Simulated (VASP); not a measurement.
A run of VASP 6.6.1:

File POSCAR:

```
LaP
1.0
    0.0000000000      3.0125000000      3.0125000000
    3.0125000000      0.0000000000      3.0125000000
    3.0125000000      3.0125000000      0.0000000000
La P
1 1
Direct
    0.0000000000      0.0000000000      0.0000000000
    0.5000000000      0.5000000000      0.5000000000
```

Contents of INCAR.step1:

```
ALGO = Normal
EDIFF = 1E-5
ENCUT = 550
GGA = PE
GGA_COMPAT = F
ISMEAR = 1
LASPH = T
LCHARG = F
LMAXMIX = 6
LREAL = F
LWAVE = T
NBANDS = 15
NELM = 200
PREC = Accurate
SIGMA = 0.02
```

Contents of INCAR.step2:

```
ALGO = Normal
EDIFF = 1E-6
ENCUT = 550
GGA_COMPAT = F
ISIF = 2
ISMEAR = 1
ISTART = 1
LASPH = T
LCHARG = F
LMAXMIX = 6
LMIXTAU = T
LREAL = F
LWAVE = F
METAGGA = R2SCAN
NBANDS = 15
NELM = 200
PREC = Accurate
SIGMA = 0.02
```

Contents of KPOINTS:

```
k-points
0
Gamma
  5 5 5
```

Potentials or basis: VASP PAW PBE potentials, release 64 (La, P).

The run is started by

```bash
$ cat potpaw_PBE.64/La/POTCAR potpaw_PBE.64/P/POTCAR > POTCAR
$ cp INCAR.step1 INCAR
$ mpirun -np 1 vasp_std > vasp.out
$ cp INCAR.step2 INCAR
$ mpirun -np 1 vasp_std > vasp.out
```

Hardware: 1 thread of Intel(R) Xeon(R) 6975P-C (Granite Rapids), on a shared host.

Estimate the wall time of this run.

It took 87 s on 1 thread of Intel(R) Xeon(R) 6975P-C (Granite Rapids), on a shared host, peak memory 0.22 GiB. Counts: k points 10.
